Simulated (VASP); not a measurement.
Write the native input for VASP 6.6.1 that does the following.

| Quantity | Value |
| --- | --- |
| Task | single point |
| Functional | PBE |
| Potentials or basis | VASP PAW PBE potentials, release 64 (Li_sv, I, Cl) |
| Cutoff | 520 eV |
| k mesh | 6 × 6 × 4 |
| Occupations | gaussian, width 0.01 eV |
| Spin | no spin polarisation |
| Dipole correction | no |
| Further INCAR settings | ALGO = Normal; EDIFF = 1e-06; NBANDS = 18 |

The structure of Li2ICl lies in POSCAR:

```
Li2ICl
1.0
    4.0326862299      0.0000000000      0.0000000000
    0.0000000000      4.0326862299      0.0000000000
    0.0000000000      0.0000000000      5.5933598486
Li I Cl
2 1 1
Direct
    0.0000000000      0.0000000000      0.0000000000
    0.5000000000      0.5000000000      0.5000000000
    0.5000000000      0.5000000000      0.0000000000
    0.0000000000      0.0000000000      0.5000000000
```

These files were run (other wordings do the same):

INCAR

```
SYSTEM = Li2ICl
ALGO = Normal ; EDIFF = 1E-6
ENCUT = 520 ; GGA = PE
ISIF = 2 ; ISMEAR = 0
LASPH = .True. ; LCHARG = .False.
LREAL = .False. ; LWAVE = .False.
NBANDS = 18 ; NELM = 100
PREC = Accurate ; SIGMA = 0.01
```

KPOINTS

```
k-points
0
Gamma
  6 6 4
  0 0 0
```

Potentials or basis: VASP PAW PBE potentials, release 64 (Li_sv, I, Cl).

The run is started by

```sh
$ cat potpaw_PBE.64/Li_sv/POTCAR potpaw_PBE.64/I/POTCAR potpaw_PBE.64/Cl/POTCAR > POTCAR
$ mpirun -np 1 vasp_std > vasp.out
```

Results of the run:

The band gap on the k mesh is 4.63 eV, indirect (the least direct gap lies 3.3 meV higher).

Caveat: spin-orbit coupling is left out, which moves the levels of the heavy elements.

Run time: 28 s on 1 thread of Intel(R) Xeon(R) Platinum 8375C CPU @ 2.90GHz (Ice Lake) (shared host), peak memory 0.21 GiB.
